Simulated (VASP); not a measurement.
# Al18W in VASP: notebook

Al18W is run at these levels: PBE+D3(BJ); tasks: single point.

Everything below comes from runs of VASP 6.6.1. Logs are shortened: lines on timing, memory, paths and dates and some standing lists are left out, and cuts for length are marked.

## 1. The cell of the first run

The cell holds a slab with vacuum, 19 atoms: a = 5.728 Å, b = 8.591 Å, c = 17.677 Å, α = 90.00°, β = 90.00°, γ = 60.00°.

## 2. Single point, PBE+D3(BJ)

File INCAR:

```
PREC = Accurate ; ENCUT = 520
EDIFF = 1E-6 ; ISMEAR = 0
SIGMA = 0.1 ; LREAL = Auto
LASPH = True ; NELM = 60
ALGO = Normal ; ISIF = 2
LWAVE = False ; LCHARG = True
GGA = PE ; IVDW = 12
LELF = True ; LVHAR = True
NBANDS = 49
```

File KPOINTS:

```
Automatic mesh
0
Gamma
  4 3 1
```

File POSCAR:

```
Al18W
1.0
    5.7275650000      0.0000000000      0.0000000000
    4.2956740000      7.4403250000      0.0000000000
    0.0000000000      0.0000000000     17.6765370000
Al W
18 1
Direct
    0.1666665958      0.1111111410      0.0565721668
    0.6666666831      0.1111111410      0.0565721668
    0.1666667458      0.4444444295      0.0565721668
    0.6666666585      0.4444444295      0.0565721668
    0.1666666204      0.7777778524      0.0565721668
    0.6666665331      0.7777778524      0.0565721668
   -0.1753709505      0.2232510005      0.1919629393
    0.3210260913      0.2288723947      0.1844501556
   -0.1742609971      0.5528546132      0.1985601592
    0.3350009542      0.5535306589      0.1962143377
   -0.1464097257      0.8794024455      0.1838968232
    0.3334197155      0.8849300266      0.1842674841
   -0.0161020338     -0.0001260698      0.3187898738
    0.5269183749     -0.0094893704      0.2978099726
   -0.0478450968      0.3291322624      0.3365165360
    0.4561997523      0.3189984308      0.3316993029
    0.0065567698      0.6577882015      0.3247026270
    0.4778872451      0.7024920282      0.3454460000
    0.2768983695      1.0350924187      0.4124611059
```

Potentials or basis: VASP PAW PBE potentials, release 64 (Al, W_sv).

Launch:

```sh
cat potpaw_PBE.64/Al/POTCAR potpaw_PBE.64/W_sv/POTCAR > POTCAR
mpirun -np 1 vasp_std > vasp.out
```

OUTCAR:

```text
PREC = Accurate
   ENCUT = 520
   EDIFF = 1E-6
   ISMEAR = 0
   LREAL = Auto
   LASPH = True
   NELM = 60
   ISIF = 2
   GGA = PE
   IVDW = 12
 IVDW          = 12

 ion  position               nearest neighbor table
   1  0.167  0.111  0.057-   8 2.79  12 2.82   2 2.86   4 2.86   6 2.86   5 2.86   3 2.86   2 2.86
                             7 2.93
   2  0.667  0.111  0.057-  11 2.84   8 2.84   1 2.86   4 2.86   3 2.86   5 2.86   6 2.86   1 2.86
                             7 2.89
   3  0.167  0.444  0.057-   8 2.77   4 2.86   2 2.86   1 2.86   5 2.86   4 2.86   6 2.86  10 2.97
                             9 3.03
   4  0.667  0.444  0.057-   3 2.86   2 2.86   1 2.86   6 2.86   5 2.86   3 2.86   7 2.90  10 2.97
                             9 2.97
   5  0.167  0.778  0.057-  11 2.73  12 2.78   6 2.86   2 2.86   1 2.86   3 2.86   4 2.86   6 2.86
                            10 2.98
   6  0.667  0.778  0.057-  12 2.80  11 2.81   5 2.86   1 2.86   2 2.86   4 2.86   5 2.86   3 2.86
                             9 3.02
   7  0.825  0.223  0.192-  13 2.79  10 2.82   9 2.84   8 2.86   8 2.87  11 2.88   2 2.89   4 2.90
                            12 2.91  15 2.92   1 2.93  16 3.08
   8  0.321  0.229  0.184-  14 2.68   3 2.77   1 2.79   9 2.82   2 2.84  10 2.84   7 2.86   7 2.87
                            12 2.92  16 2.93  11 3.03  15 3.26
   9  0.826  0.553  0.199-  17 2.79  10 2.81   8 2.82   7 2.84  12 2.85  11 2.90  10 2.92  15 2.96
[... 4 lines left out ...]
                             9 2.90  12 2.96  17 2.99   8 3.03
  12  0.333  0.885  0.184-  14 2.66  11 2.77   5 2.78   6 2.80   1 2.82   9 2.85  10 2.85   7 2.91
                             8 2.92  13 2.94  11 2.96  18 3.16
  13  0.984  1.000  0.319-  19 2.48  14 2.68  18 2.74  15 2.76   7 2.79  11 2.84  17 2.88  16 2.90
                            12 2.94  14 3.09
  14  0.527  0.991  0.298-  19 2.40  11 2.58  12 2.66   8 2.68  13 2.68  16 2.71  18 2.76  17 2.84
                            13 3.09  15 3.19
  15  0.952  0.329  0.337-  19 2.64  13 2.76  16 2.85  16 2.89   7 2.92   9 2.96  18 3.00  17 3.00
                            14 3.19   8 3.26
  16  0.456  0.319  0.332-  14 2.71  17 2.76  15 2.85  15 2.89  13 2.90   8 2.93  10 2.98   7 3.08
                            19 3.40
  17  0.007  0.658  0.325-  16 2.76   9 2.79  10 2.80  14 2.84  13 2.88  18 2.88  18 2.93  11 2.99
                            15 3.00
  18  0.478  0.702  0.345-  13 2.74  19 2.76  14 2.76  17 2.88  17 2.93  15 3.00   9 3.13  12 3.16
                            10 3.21
  19  0.277  0.035  0.412-  14 2.40  13 2.48  15 2.64  18 2.76  16 3.40

  LATTYP: Found a simple monoclinic cell.
 ALAT       =     5.7275650000
 B/A-ratio  =     3.0862219809
 C/A-ratio  =     1.3228756151
 COS(beta)  =    -0.1889822093

  Lattice vectors:

 A1 = (   5.7275650000,   0.0000000000,   0.0000000000)
 A2 = (   0.0000000000,   0.0000000000, -17.6765370000)
 A3 = (  -1.4318910000,   7.4403250000,   0.0000000000)

Analysis of symmetry for initial positions (statically):
[... 157 lines left out ...]
   EFERMI_NEDOS =   21; number of points for ismear=-14 and -15
   IALGO  =     38    algorithm
   IMIX   =      4    mixing-type and parameters
     AMIX     =   0.40;   BMIX     =  1.00
     AMIX_MAG =   1.60;   BMIX_MAG =  1.00
  volume/ion in A,a.u.               =      39.65       267.55
  Fermi-wavevector in a.u.,A,eV,Ry     =   0.734387  1.387790  7.337945  0.539324
  Thomas-Fermi vector in A             =   1.827327
   LORBIT       =      0    0 simple, 1 ext, 2 COOP (PROOUT), +10 PAW based schemes
   GGA     = PE    functional components
   LHFCALC =     F    Hartree Fock is set to
   AEXX    =    0.0000 exact exchange contribution
   IVDW    =    12    specifies the selected vdW correction
   LEPSILON=     F    determine dielectric tensor
   LRPA    =     F    only Hartree local field effects (RPA)
 non-spin polarized calculation
 Gauss-broadening in eV      SIGMA  =   0.10
  energy-cutoff  :      520.00
  volume of cell :      753.28
 maximum number of plane-waves:     20302
 NGX is ok and might be reduce to    48
   NGX = 21   NGY = 31   NGZ = 65

 number of electron      68.0000000 magnetization

 Free energy of the ion-electron system (eV)
  ---------------------------------------------------
  ext. energy  EPLUGINS =         0.00000000
  ---------------------------------------------------
  free energy    TOTEN  =       -71.47263273 eV

  energy without entropy =      -71.42329197  energy(sigma->0) =      -71.44796235

 E-fermi :   1.1247     XC(G=0):  -5.4636

 val. band max:        1.0995376721   @ k =   0.5000   0.3333   0.0000
 cond. band min:       1.1775246717   @ k =   0.5000   0.3333   0.0000
 fundamental gap:      0.0779869996
 Fermi energy:         1.1247069430

 k-point     1 :       0.0000    0.0000    0.0000
  band No.  band energies     occupation
      1     -72.3220      2.00000
      2     -36.6354      2.00000
      3     -36.5949      2.00000
      4     -36.5168      2.00000
      5      -9.2653      2.00000
      6      -7.6386      2.00000
[... 332 lines left out ...]
     45       3.2986      0.00000
     46       3.4715      0.00000
 [bands above 46 left out]

------------------------ aborting loop because EDIFF is reached ----------------------------------------

 Edisp (eV)   -4.56423

 E8    (eV) :    -2.1377

  FORCE on cell =-STRESS in cart. coord.  units (eV):
  Direction    XX          YY          ZZ          XY          YZ          ZX
  --------------------------------------------------------------------------------------
  -------------------------------------------------------------------------------------
  Total     -10.09365   -16.70769    -0.15131    -1.49835     0.07039    -0.03546
  in kB     -21.46840   -35.53594    -0.32183    -3.18688     0.14972    -0.07541
  external pressure =      -19.11 kB  Pullay stress =        0.00 kB

 VOLUME and BASIS-vectors are now :
 -----------------------------------------------------------------------------
  energy-cutoff  :      520.00
  volume of cell :      753.28
      direct lattice vectors                 reciprocal lattice vectors
     5.727565000  0.000000000  0.000000000     0.174594265 -0.100802054  0.000000000
     4.295674000  7.440325000  0.000000000     0.000000000  0.134402731  0.000000000
     0.000000000  0.000000000 17.676537000     0.000000000  0.000000000  0.056572167

 POSITION                                       TOTAL-FORCE (eV/Angst)
 -----------------------------------------------------------------------------------
      1.43189      0.82670      1.00000         0.029134      0.013758     -0.057093
      4.29567      0.82670      1.00000        -0.037064      0.079231     -0.002171
      2.86378      3.30681      1.00000         0.022418      0.058490      0.104320
      5.72757      3.30681      1.00000        -0.038321      0.066727      0.159292
      4.29567      5.78692      1.00000         0.109362     -0.172506     -0.161297
      7.15946      5.78692      1.00000        -0.076681     -0.050964     -0.044242
[... 11 lines left out ...]
      5.75481      5.22677      6.10629        -0.001117     -0.021262      0.002626
      1.73670      0.26110      7.29088         0.002646      0.014700      0.002345
 -----------------------------------------------------------------------------------
    total drift:                               -0.004361     -0.002515     -0.017655

  FREE ENERGIE OF THE ION-ELECTRON SYSTEM (eV)
  ---------------------------------------------------
  free  energy   TOTEN  =       -76.0368658484 eV

  energy  without entropy=      -75.9875250805  energy(sigma->0) =      -76.01219546
```

Wall time 5.8 min (1 thread of Intel Xeon 6975P-C (Granite Rapids), shared host); peak memory 0.85 GiB.

What came out:

- Free energy: -76.0369 eV
- Largest force: 0.260 eV/Å
- Band gap on the k mesh: zero (band 34 reaches 1.32 eV, above the bottom of band 35 at 0.96 eV)
- Dispersion energy per atom: -0.240 eV

Forces in eV/Å, atoms in the order of the input:
```
Al   0.029  0.014 -0.057
Al  -0.037  0.079 -0.002
Al   0.022  0.058  0.104
Al  -0.038  0.067  0.159
Al   0.109 -0.173 -0.161
Al  -0.077 -0.051 -0.044
Al   0.001  0.000  0.006
Al  -0.001  0.000  0.006
Al  -0.001 -0.001 -0.001
Al  -0.001 -0.006  0.007
Al  -0.005 -0.002 -0.006
Al   0.005  0.001 -0.002
Al  -0.015  0.010  0.003
Al   0.006  0.014 -0.009
Al  -0.002  0.000 -0.005
Al   0.005  0.001 -0.001
Al  -0.002 -0.005 -0.001
Al  -0.001 -0.021  0.003
W    0.003  0.015  0.002
```

Levels at points of the mesh, in eV from the Fermi level:
```csv
k point,band 32,band 33,band 34,band 35,band 36,band 37
"(0.00, 0.00, 0.00)",-0.68,-0.47,-0.25,-0.17,0.22,0.36
"(0.50, 0.00, 0.00)",-0.68,-0.24,0.14,0.21,0.36,0.51
```

Caveat: spin-orbit coupling is left out, which moves the levels of the heavy elements.

## 3. Single point, PBE+D3(BJ)

File INCAR:

```
ALGO     = Normal         # electronic algorithm
EDIFF    = 1E-6           # SCF threshold, eV
ENCUT    = 520            # plane-wave cutoff, eV
GGA      = PE             # functional
ISIF     = 2              # what is computed and relaxed
ISMEAR   = 0              # smearing method
IVDW     = 12             # dispersion correction
LASPH    = T              # aspherical terms in the spheres
LCHARG   = T              # write CHGCAR
LELF     = T              # ELF
LREAL    = Auto         
LVHAR    = T            
LWAVE    = F              # write WAVECAR
NBANDS   = 49             # bands
NELM     = 100            # most SCF steps
PREC     = Accurate       # precision mode
SIGMA    = 0.1            # smearing width, eV
```

File KPOINTS:

```
k-points
0
Gamma
  4 3 1
```

File POSCAR:

```
Al18W
1.0
    5.7275650000      0.0000000000      0.0000000000
    4.2956740000      7.4403250000      0.0000000000
    0.0000000000      0.0000000000     17.6765370000
Al W
18 1
Direct
    0.1666665958      0.1111111410      0.0565721668
    0.6666666831      0.1111111410      0.0565721668
    0.1666667458      0.4444444295      0.0565721668
    0.6666666585      0.4444444295      0.0565721668
    0.1666666204      0.7777778524      0.0565721668
    0.6666665331      0.7777778524      0.0565721668
   -0.1728226947      0.2239185788      0.1892502474
    0.3281702910      0.2232272112      0.1862845081
   -0.1684726393      0.5517283183      0.1983222166
    0.3392870650      0.5475846821      0.1985509379
   -0.1420327979      0.8795646696      0.1832181835
    0.3379618942      0.8818421238      0.1841551883
   -0.0127886264      0.0084684473      0.3150479644
    0.5418132365     -0.0247284897      0.2986343422
   -0.1184532723      0.3530621310      0.3353209398
    0.4083057817      0.3002634966      0.3449559719
    0.0155142176      0.6586294281      0.3241706789
    0.4683964980      0.7124333950      0.3490911710
    0.2506125770      1.0795842924      0.4091998337
```

Potentials or basis: VASP PAW PBE potentials, release 64 (Al, W_sv).

Launch:

```sh
cat potpaw_PBE.64/Al/POTCAR potpaw_PBE.64/W_sv/POTCAR > POTCAR
mpirun -np 1 vasp_std > vasp.out
```

OUTCAR:

```text
EDIFF = 1E-6
   ENCUT = 520
   GGA = PE
   ISIF = 2
   ISMEAR = 0
   IVDW = 12
   LASPH = T
   LREAL = Auto
   NELM = 100
   PREC = Accurate
 IVDW          = 12

 ion  position               nearest neighbor table
   1  0.167  0.111  0.057-   8 2.82  12 2.83   2 2.86   4 2.86   6 2.86   5 2.86   3 2.86   2 2.86
                             7 2.89
   2  0.667  0.111  0.057-  11 2.83   8 2.84   7 2.86   1 2.86   4 2.86   3 2.86   5 2.86   6 2.86
                             1 2.86
[... 598 lines left out ...]
  Total      -9.98233   -15.11574     0.02718    -2.52907     0.42786    -0.42546
  in kB     -21.23163   -32.14999     0.05781    -5.37913     0.91002    -0.90491
  external pressure =      -17.77 kB  Pullay stress =        0.00 kB

 VOLUME and BASIS-vectors are now :
 -----------------------------------------------------------------------------
  energy-cutoff  :      520.00
  volume of cell :      753.28
      direct lattice vectors                 reciprocal lattice vectors
     5.727565000  0.000000000  0.000000000     0.174594265 -0.100802054  0.000000000
     4.295674000  7.440325000  0.000000000     0.000000000  0.134402731  0.000000000
     0.000000000  0.000000000 17.676537000     0.000000000  0.000000000  0.056572167

 POSITION                                       TOTAL-FORCE (eV/Angst)
 -----------------------------------------------------------------------------------
      1.43189      0.82670      1.00000         0.073782     -0.000073     -0.067845
      4.29567      0.82670      1.00000        -0.028105      0.059063     -0.050780
      2.86378      3.30681      1.00000        -0.004547      0.006813      0.148256
      5.72757      3.30681      1.00000        -0.022025      0.070511      0.121067
      4.29567      5.78692      1.00000         0.145875     -0.138815     -0.140615
      7.15946      5.78692      1.00000        -0.083612     -0.045324     -0.040742
[... 11 lines left out ...]
      5.74315      5.30074      6.17072         0.000520      0.002402      0.008289
      1.77727      0.59213      7.23324         0.024955      0.073256     -0.021025
 -----------------------------------------------------------------------------------
    total drift:                               -0.005469      0.003939     -0.008809

  FREE ENERGIE OF THE ION-ELECTRON SYSTEM (eV)
  ---------------------------------------------------
  free  energy   TOTEN  =       -76.1914891840 eV

  energy  without entropy=      -76.1395136631  energy(sigma->0) =      -76.16550142
```

OSZICAR:

```text
N       E                     dE             d eps       ncg     rms          rms(c)
DAV:   1     0.220222307708E+03    0.22022E+03   -0.25360E+04   790   0.103E+03
DAV:   2    -0.575477356262E+02   -0.27777E+03   -0.26328E+03   847   0.178E+02
DAV:   3    -0.764093250226E+02   -0.18862E+02   -0.17932E+02   980   0.406E+01
[... 16 lines left out ...]
DAV:  20    -0.716341731957E+02   -0.22426E-03   -0.19798E-05   730   0.146E-02    0.865E-03
DAV:  21    -0.716342044334E+02   -0.31238E-04   -0.48226E-06   620   0.834E-03    0.369E-03
DAV:  22    -0.716342136458E+02   -0.92124E-05   -0.16889E-06   554   0.444E-03    0.677E-04
DAV:  23    -0.716342150228E+02   -0.13769E-05   -0.29667E-07   604   0.189E-03    0.316E-04
DAV:  24    -0.716342153770E+02   -0.35420E-06   -0.80392E-08   484   0.961E-04
   1 F= -.76191489E+02 E0= -.76165501E+02  d E =-.519755E-01
```

stdout:

```text
POSCAR found type information on POSCAR AlW
 POSCAR found :  2 types and      19 ions
 scaLAPACK will be used
 LDA part: xc-table for (Slater+PW92), standard interpolation
 POSCAR, INCAR and KPOINTS ok, starting setup
 FFT: planning ... GRIDC
 FFT: planning ... GRID_SOFT
 FFT: planning ... GRID
 WAVECAR not read
 entering main loop
```

Wall time 5.7 min (1 thread of Intel Xeon 6975P-C (Granite Rapids), shared host); peak memory 0.85 GiB.

Results:

```yaml
Free_energy: -76.1915 eV
Largest_force: 0.246 eV/Å
Band_gap_on_the_k_mesh: zero (band 34 reaches 1.31 eV, above the bottom of band 35 at 0.99 eV)
Dispersion_energy_per_atom: -0.240 eV
```

Forces in eV/Å, atoms in the order of the input:
```
Al   0.074  0.000 -0.068
Al  -0.028  0.059 -0.051
Al  -0.005  0.007  0.148
Al  -0.022  0.071  0.121
Al   0.146 -0.139 -0.141
Al  -0.084 -0.045 -0.041
Al  -0.003  0.001 -0.001
Al   0.004 -0.013  0.009
Al  -0.001  0.001 -0.006
Al   0.000 -0.015  0.003
Al   0.008  0.001 -0.006
Al   0.009 -0.005 -0.004
Al   0.002  0.012 -0.014
Al  -0.003 -0.022  0.000
Al  -0.072  0.027  0.005
Al  -0.070 -0.018  0.054
Al   0.020  0.003  0.004
Al   0.001  0.002  0.008
W    0.025  0.073 -0.021
```

Levels at points of the mesh, in eV from the Fermi level:
```
           k point  band 30  band 31  band 32  band 33  band 34  band 35  band 36  band 37  band 38  band 39
(0.00, 0.00, 0.00)    -0.92    -0.79    -0.66    -0.49    -0.21    -0.15     0.12     0.37     0.52     0.62
(0.50, 0.00, 0.00)    -0.83    -0.78    -0.68    -0.25     0.07     0.23     0.33     0.54     1.10     1.19
```

Caveat: spin-orbit coupling is left out, which moves the levels of the heavy elements.
